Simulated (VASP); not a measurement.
# TePb (Fm-3m) in VASP: a series of runs

The runs below take TePb through single point, with PBE.

Program: VASP 6.6.1. These are calculated values, not measurements. Logs are shortened: lines on timing, memory, paths and dates and some standing lists are left out, and cuts for length are marked.

### 1 The cell of the first run

It takes space group Fm-3m (No. 225, cubic). Conventional cell: a = 6.330 Å, b = 6.330 Å, c = 6.330 Å, α = 90.00°, β = 90.00°, γ = 90.00°. Te (site symmetry m-3m) has 6 Pb at 3.17 Å within 4.2 Å. Within 4.2 Å of Pb (site symmetry m-3m) lie 6 Te at 3.17 Å.

### 2 Single point, PBE

INCAR reads:

```
ALGO = Normal
EDIFF = 1E-6
ENCUT = 520
GGA = PE
ISIF = 2
ISMEAR = 0
LASPH = True
LCHARG = False
LREAL = False
LWAVE = False
NBANDS = 17
NELM = 100
PREC = Accurate
SIGMA = 0.01
```

KPOINTS reads:

```
k-points
0
Gamma
  5 5 5
```

POSCAR reads:

```
TePb
1.0
    0.0000000000      3.1650427173      3.1650427173
    3.1650427173      0.0000000000      3.1650427173
    3.1650427173      3.1650427173      0.0000000000
Te Pb
1 1
Direct
    0.5000000000      0.5000000000      0.5000000000
    0.0000000000      0.0000000000      0.0000000000
```

Potentials or basis: VASP PAW PBE potentials, release 64 (Te, Pb_d).

Launch:

```
$ cat potpaw_PBE.64/Te/POTCAR potpaw_PBE.64/Pb_d/POTCAR > POTCAR
$ mpirun -np 1 vasp_std > vasp.out
```

OUTCAR:

```text
EDIFF = 1E-6
   ENCUT = 520
   GGA = PE
   ISIF = 2
   ISMEAR = 0
   LASPH = True
   LREAL = False
   NELM = 100
   PREC = Accurate

 ion  position               nearest neighbor table
   1  0.500  0.500  0.500-   2 3.17   2 3.17   2 3.17   2 3.17   2 3.17   2 3.17
   2  0.000  0.000  0.000-   1 3.17   1 3.17   1 3.17   1 3.17   1 3.17   1 3.17

  LATTYP: Found a face centered cubic cell.
 ALAT       =     6.3300854346

  Lattice vectors:

 A1 = (   0.0000000000,   3.1650427173,   3.1650427173)
 A2 = (   3.1650427173,   0.0000000000,   3.1650427173)
 A3 = (   3.1650427173,   3.1650427173,   0.0000000000)

Analysis of symmetry for initial positions (statically):
=====================================================================
 Subroutine PRICEL returns:
 Original cell was already a primitive cell.

 Routine SETGRP: Setting up the symmetry group for a
 face centered cubic supercell.

 Subroutine GETGRP returns: Found 48 space group operations
 (whereof 48 operations were pure point group operations)
 out of a pool of 48 trial point group operations.

The static configuration has the point symmetry O_h .

Analysis of symmetry for dynamics (positions and initial velocities):
=====================================================================
 Subroutine PRICEL returns:
 Original cell was already a primitive cell.

 Routine SETGRP: Setting up the symmetry group for a
 face centered cubic supercell.

 Subroutine GETGRP returns: Found 48 space group operations
 (whereof 48 operations were pure point group operations)
 out of a pool of 48 trial point group operations.

The dynamic configuration has the point symmetry O_h .

 Subroutine INISYM returns: Found 48 space group operations
 (whereof 48 operations are pure point group operations),
 and found     1 'primitive' translations

----------------------------------------------------------------------------------------

                                     Primitive cell

  volume of cell :      63.4116

  direct lattice vectors                    reciprocal lattice vectors
     0.000000000  3.165042717  3.165042717    -0.157975751  0.157975751  0.157975751
     3.165042717  0.000000000  3.165042717     0.157975751 -0.157975751  0.157975751
     3.165042717  3.165042717  0.000000000     0.157975751  0.157975751 -0.157975751

  length of vectors
     4.476046336  4.476046336  4.476046336     0.273622027  0.273622027  0.273622027

  position of ions in fractional coordinates (direct lattice)
     0.500000000  0.500000000  0.500000000
     0.000000000  0.000000000  0.000000000

[... 62 lines left out ...]
   LREAL  =      F    real-space projection
   EDIFFG = 0.1E-04   stopping-criterion for IOM
   NSW    =      0    number of steps for IOM
   IBRION =     -1    ionic relax: 0-MD 1-quasi-New 2-CG
   NFREE  =      0    steps in history (QN), initial steepest desc. (CG)
   ISIF   =      2    stress and relaxation
   ISYM   =      2    0-nonsym 1-usesym 2-fastsym
   POTIM  = 0.5000    time-step for ionic-motion
   TEBEG  =    0.0;   TEEND  =   0.0 temperature during run
   PSTRESS=    0.0 pullay stress
   NELECT =      20.0000    total number of electrons
   NUPDOWN=      -1.0000    fix difference up-down
   EMIN   =  10.00;   EMAX   =-10.00  energy-range for DOS
   EFERMI =   0.00;   METHOD = LEGACY
   ISMEAR =     0;   SIGMA  =   0.01  broadening in eV -4-tet -1-fermi 0-gaus
   EFERMI_NEDOS =   21; number of points for ismear=-14 and -15
   IALGO  =     38    algorithm
   IMIX   =      4    mixing-type and parameters
     AMIX     =   0.40;   BMIX     =  1.00
     AMIX_MAG =   1.60;   BMIX_MAG =  1.00
  volume/ion in A,a.u.               =      31.71       213.96
  Fermi-wavevector in a.u.,A,eV,Ry     =   1.114368  2.105850 16.895930  1.241816
  Thomas-Fermi vector in A             =   2.250962
   LORBIT       =      0    0 simple, 1 ext, 2 COOP (PROOUT), +10 PAW based schemes
   GGA     = PE    functional components
   LHFCALC =     F    Hartree Fock is set to
   AEXX    =    0.0000 exact exchange contribution
   IVDW    =     0    specifies the selected vdW correction
   LEPSILON=     F    determine dielectric tensor
   LRPA    =     F    only Hartree local field effects (RPA)
 non-spin polarized calculation
 Gauss-broadening in eV      SIGMA  =   0.01
  energy-cutoff  :      520.00
  volume of cell :       63.41
 maximum number of plane-waves:      1716
 NGX is ok and might be reduce to    36
   NGX = 17   NGY = 17   NGZ = 17

 number of electron      19.9999998 magnetization

 Free energy of the ion-electron system (eV)
  ---------------------------------------------------
  ext. energy  EPLUGINS =         0.00000000
  ---------------------------------------------------
  free energy    TOTEN  =        -7.40843152 eV

  energy without entropy =       -7.40843152  energy(sigma->0) =       -7.40843152

 E-fermi :   6.3552     XC(G=0):  -9.5845

 val. band max:        6.2603515140   @ k =   0.4000   0.0000   0.0000
 cond. band min:       7.4077582218   @ k =   0.4000   0.0000   0.0000
 fundamental gap:      1.1474067078
 Fermi energy:         6.3551991257

 k-point     1 :       0.0000    0.0000    0.0000
  band No.  band energies     occupation
      1     -10.3879      2.00000
      2     -10.3879      2.00000
      3     -10.3731      2.00000
      4     -10.3731      2.00000
      5     -10.3731      2.00000
      6      -6.1065      2.00000
[... 177 lines left out ...]
      4     -10.3563      2.00000
      5     -10.3432      2.00000
      6      -4.2063      2.00000
[... 9 lines left out ...]
     16      16.6112      0.00000
     17      16.7009      0.00000

------------------------ aborting loop because EDIFF is reached ----------------------------------------

  FORCE on cell =-STRESS in cart. coord.  units (eV):
  Direction    XX          YY          ZZ          XY          YZ          ZX
  --------------------------------------------------------------------------------------
  -------------------------------------------------------------------------------------
  Total        2.1584664      2.1584664      2.1584664      0.0000000      0.0000000      0.0000000
  in kB       54.5364871     54.5364871     54.5364871      0.0000000      0.0000000      0.0000000
  external PRESSURE =      54.5364871 kB  Pullay stress =       0.0000000 kB

 VOLUME and BASIS-vectors are now :
 -----------------------------------------------------------------------------
  energy-cutoff  :      520.00
  volume of cell :       63.41
      direct lattice vectors                 reciprocal lattice vectors
     0.000000000  3.165042717  3.165042717    -0.157975751  0.157975751  0.157975751
     3.165042717  0.000000000  3.165042717     0.157975751 -0.157975751  0.157975751
     3.165042717  3.165042717  0.000000000     0.157975751  0.157975751 -0.157975751

 POSITION                                       TOTAL-FORCE (eV/Angst)
 -----------------------------------------------------------------------------------
      3.16504      3.16504      3.16504        -0.000000      0.000000     -0.000000
      0.00000      0.00000      0.00000         0.000000     -0.000000      0.000000
 -----------------------------------------------------------------------------------
    total drift:                               -0.000000      0.000000      0.000000

  FREE ENERGIE OF THE ION-ELECTRON SYSTEM (eV)
  ---------------------------------------------------
  free  energy   TOTEN  =        -7.4084315221 eV

  energy  without entropy=       -7.4084315221  energy(sigma->0) =       -7.40843152
```

Wall time 22 s (1 thread of Intel Xeon 8259CL, shared host); peak memory 0.2 GiB.

What came out:

| Item | Value |
| --- | --- |
| Free energy | -7.4084 eV |
| Pressure | 5.5 GPa |

Caveat: this odd mesh misses L, where the gap lies, so gap, dielectric constants and Born charges aren't listed; spin-orbit coupling is left out, which moves the levels of the heavy elements.

### 3 Single point, PBE

This run uses another cell than the first one, of 32.38 Å³/atom, 1.021 times its volume.

INCAR reads:

```
  ALGO = Normal
  EDIFF = 1E-6
  ENCUT = 520
  GGA = PE
  ISIF = 2
  ISMEAR = 0
  LASPH = True
  LCHARG = False
  LREAL = False
  LWAVE = False
  NBANDS = 17
  NELM = 100
  PREC = Accurate
  SIGMA = 0.01
```

KPOINTS is that of step 2.

POSCAR reads:

```
TePb
1.0
    0.0000000000      3.1873324849      3.1873324849
    3.1873324849      0.0000000000      3.1873324849
    3.1873324849      3.1873324849      0.0000000000
Te Pb
1 1
Direct
    0.5000000000      0.5000000000      0.5000000000
    0.0000000000      0.0000000000      0.0000000000
```

Potentials or basis: VASP PAW PBE potentials, release 64 (Te, Pb_d).

Launch:

```
$ cat potpaw_PBE.64/Te/POTCAR potpaw_PBE.64/Pb_d/POTCAR > POTCAR
$ mpirun -np 1 vasp_std > vasp.out
```

It took 23 s on 1 thread of Intel Xeon 8259CL, shared host; peak memory 0.2 GiB.

It converged, with:

```
Free energy : -7.4495 eV
Pressure    : 4.2 GPa
```

Levels at points of the mesh, in eV from the Fermi level:
| k point | band 7 | band 8 | band 9 | band 10 | band 11 | band 12 | band 13 | band 14 |
| --- | --- | --- | --- | --- | --- | --- | --- | --- |
| (0.00, 0.00, 0.00) | -5.39 | -1.41 | -1.41 | -1.41 | 4.22 | 4.22 | 4.22 | 5.80 |

Caveat: this odd mesh misses L, where the gap lies, so gap, dielectric constants and Born charges aren't listed; spin-orbit coupling is left out, which moves the levels of the heavy elements.

### 4 Single point, PBE

This run uses another cell than the first one, of 33.05 Å³/atom, 1.043 times its volume.

INCAR reads:

```
SYSTEM = TePb
ALGO = Normal
EDIFF = 1E-6
ENCUT = 520
GGA = PE
ISIF = 2
ISMEAR = 0
LASPH = .True.
LCHARG = .False.
LREAL = .False.
LWAVE = .False.
NBANDS = 17
NELM = 80
PREC = Accurate
SIGMA = 0.01
```

KPOINTS reads:

```
k-points
0
Gamma
  5 5 5
  0 0 0
```

POSCAR reads:

```
TePb
1.0
    0.0000000000      3.2093147829      3.2093147829
    3.2093147829      0.0000000000      3.2093147829
    3.2093147829      3.2093147829      0.0000000000
Te Pb
1 1
Direct
    0.5000000000      0.5000000000      0.5000000000
    0.0000000000      0.0000000000      0.0000000000
```

Launch:

```
$ cat potpaw_PBE.64/Te/POTCAR potpaw_PBE.64/Pb_d/POTCAR > POTCAR
$ mpirun -np 1 vasp_std > vasp.out
```

It took 22 s on 1 thread of Intel Xeon 8259CL, shared host; peak memory 0.2 GiB.

It converged, with:

| Quantity | Value |
| --- | --- |
| Free energy | -7.4806 eV |
| Pressure | 3.1 GPa |

Levels at points of the mesh, in eV from the Fermi level:
```tsv
k point	band 7	band 8	band 9	band 10	band 11	band 12	band 13	band 14
(0.00, 0.00, 0.00)	-5.42	-1.30	-1.30	-1.30	4.23	4.23	4.23	5.87
```

Caveat: this odd mesh misses L, where the gap lies, so gap, dielectric constants and Born charges aren't listed; spin-orbit coupling is left out, which moves the levels of the heavy elements.

### 5 Single point, PBE

This run uses another cell than the first one, of 33.73 Å³/atom, 1.064 times its volume.

Edit INCAR of step 4 so:

```diff
@@ -12,3 +12,3 @@
 NBANDS = 17
-NELM = 80
+NELM = 100
 PREC = Accurate
```

KPOINTS is that of step 4.

POSCAR reads:

```
TePb
1.0
    0.0000000000      3.2310000000      3.2310000000
    3.2310000000      0.0000000000      3.2310000000
    3.2310000000      3.2310000000      0.0000000000
Te Pb
1 1
Direct
    0.5000000000      0.5000000000      0.5000000000
    0.0000000000      0.0000000000      0.0000000000
```

Launch:

```
$ cat potpaw_PBE.64/Te/POTCAR potpaw_PBE.64/Pb_d/POTCAR > POTCAR
$ mpirun -np 1 vasp_std > vasp.out
```

Run time: 24 s. Hardware: 1 thread of Intel Xeon 8259CL, shared host; peak memory 0.2 GiB.

Results (log left out):

| Item | Value |
| --- | --- |
| Free energy | -7.5028 eV |
| Pressure | 2.1 GPa |

Levels at points of the mesh, in eV from the Fermi level:
| k point | band 6 | band 7 | band 8 | band 9 | band 10 | band 11 | band 12 | band 13 | band 14 | band 15 |
| --- | --- | --- | --- | --- | --- | --- | --- | --- | --- | --- |
| (0.00, 0.00, 0.00) | -11.90 | -5.48 | -1.23 | -1.23 | -1.23 | 4.20 | 4.20 | 4.20 | 5.91 | 5.91 |

Caveat: this odd mesh misses L, where the gap lies, so gap, dielectric constants and Born charges aren't listed; spin-orbit coupling is left out, which moves the levels of the heavy elements.

### 6 Overview

```csv
cell,pressure (GPa)
"a = 4.476 Å, angles 60.0°, 2 atoms",5.5
"a = 4.508 Å, angles 60.0°, 2 atoms",4.2
"a = 4.539 Å, angles 60.0°, 2 atoms",3.1
"a = 4.569 Å, angles 60.0°, 2 atoms",2.1
```

Alike in all rows: task single point; level PBE; potentials or basis VASP PAW PBE potentials, release 64 (Te, Pb_d); no spin polarisation; k mesh 5 × 5 × 5; cutoff (eV) 520; smearing gaussian 0.01 eV.

Caveats: spin-orbit coupling is left out, which moves the levels of the heavy elements.

Absolute energies hang on the potentials; compare differences alone.
